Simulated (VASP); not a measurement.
Here is a VASP 6.6.1 calculation.

File INCAR:

```
SYSTEM = La
  PREC = Accurate
  ENCUT = 600
  EDIFF = 1E-6
  ISMEAR = -1
  SIGMA = 0.05
  LREAL = .False.
  LASPH = .True.
  NELM = 60
  ALGO = Normal
  ISIF = 3
  LWAVE = .False.
  LCHARG = .False.
  GGA = PS
  IBRION = 2
  NSW = 60
  EDIFFG = -0.01
  PSTRESS = 100.0
```

Contents of KPOINTS:

```
Automatic mesh
0
Gamma
  9 9 9
  0 0 0
```

The input POSCAR:

```
La
1.0
   -2.1238310710      2.1238310710      2.1238310710
    2.1238310710     -2.1238310710      2.1238310710
    2.1238310710      2.1238310710     -2.1238310710
La
1
Direct
    0.0000000000      0.0000000000      0.0000000000
```

Potentials or basis: VASP PAW PBE potentials, release 64 (La).

Command:

```sh
$ cat potpaw_PBE.64/La/POTCAR > POTCAR
$ mpirun -np 1 vasp_std > vasp.out
```

Question: Predict the space group after relaxing (to 0.1 Å).

Answer: Im-3m (No. 229).

Question: What does it give for the relaxed cell?

Answer: a = 3.267 Å, b = 3.267 Å, c = 3.267 Å, α = 109.47°, β = 109.47°, γ = 109.47°.

Question: Predict the band gap on the k mesh.

Answer: Zero (an odd number of electrons rules out a gap without spin polarisation).

The path:
| step | energy change (eV) | largest force (eV/Å) | pressure (GPa) | volume (Å³) |
| --- | --- | --- | --- | --- |
| 1 | 0.0000 | 0.0000 | -2.55 | 38.32 |
| 2 | 0.4125 | 0.0000 | 18.25 | 23.97 |
| 3 | 0.1630 | 0.0000 | 9.83 | 26.92 |
| 4 | 0.1756 | 0.0000 | 10.30 | 26.72 |
| 5 | 0.1639 | 0.0000 | 9.85 | 26.91 |
| 6 | 0.1685 | 0.0000 | 10.04 | 26.83 |

Caveat: the cell is relaxed towards a set pressure, so the run minimises the enthalpy, not the energy; the volume moved by over 15 % at a fixed basis, so the end points are rough; the PAW data sets were made with another functional, which shifts forces and pressure a little; spin-orbit coupling is left out, which moves the levels of the heavy elements.
